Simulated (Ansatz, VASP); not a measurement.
## NbTe: VASP beside Ansatz

File INCAR:

```
SYSTEM = NbTe
  PREC = Accurate
  ENCUT = 520
  EDIFF = 1E-7
  ISMEAR = 0
  SIGMA = 0.025
  LREAL = .FALSE.
  LASPH = .TRUE.
  NELM = 60
  ALGO = Normal
  ISIF = 2
  LWAVE = .FALSE.
  LCHARG = .FALSE.
  GGA = PE
  NBANDS = 16
```

KPOINTS

```
Automatic mesh
0
G
  8 8 8
  0 0 0
```

File POSCAR:

```
NbTe
1.0
    3.4257000000      0.0000000000      0.0000000000
    0.0000000000      3.4257000000      0.0000000000
    0.0000000000      0.0000000000      3.4257000000
Nb Te
1 1
Direct
    0.5000000000      0.5000000000      0.5000000000
    0.0000000000      0.0000000000      0.0000000000
```

input.yaml

```yaml
crystal:
  lattice:
    - [3.4257, 0.0, 0.0]
    - [0.0, 3.4257, 0.0]
    - [0.0, 0.0, 3.4257]
  atoms:
    - { symbol: Nb, position: [0.5, 0.5, 0.5] }
    - { symbol: Te, position: [0.0, 0.0, 0.0] }
hamiltonian:
  xc: pbe
  pseudopotentials: { kind: paw }
kpoints:
  mp_grid: { grid: [8, 8, 8] }
scf:
  occupations: { method: gaussian, width: 0.025 }
output:
  forces: true
  stress: true
  eigenvalues: true
```

Alike in both runs: task single point; functional PBE; k mesh 8 × 8 × 8; occupations gaussian, width 0.025 eV; no spin polarisation.

|  | VASP | Ansatz |
| --- | --- | --- |
| version | VASP 6.6.1 | Ansatz 0.2.0 |
| potentials or method | VASP PAW PBE potentials, release 64 (Nb_sv, Te) | Ansatz PAW |
| plane-wave cutoff (eV) | 520 | 420 |
| valence electrons in the cell | 19 | 29 |

```tsv
	VASP	Ansatz	Ansatz less VASP
gap on the k mesh at the Fermi level (eV)	none	none	-
pressure (GPa)	-0.3	-0.1	+0.21
```

A gap of «none» marks a metal or a gap that the smearing closes. With one functional, cell and mesh, what is left measures potentials, basis and numerics. VASP's potentials hold 19 valence electrons a cell and Ansatz's 29, so a difference there can come from the potentials and not from the codes.

Neither program's run includes spin-orbit coupling.
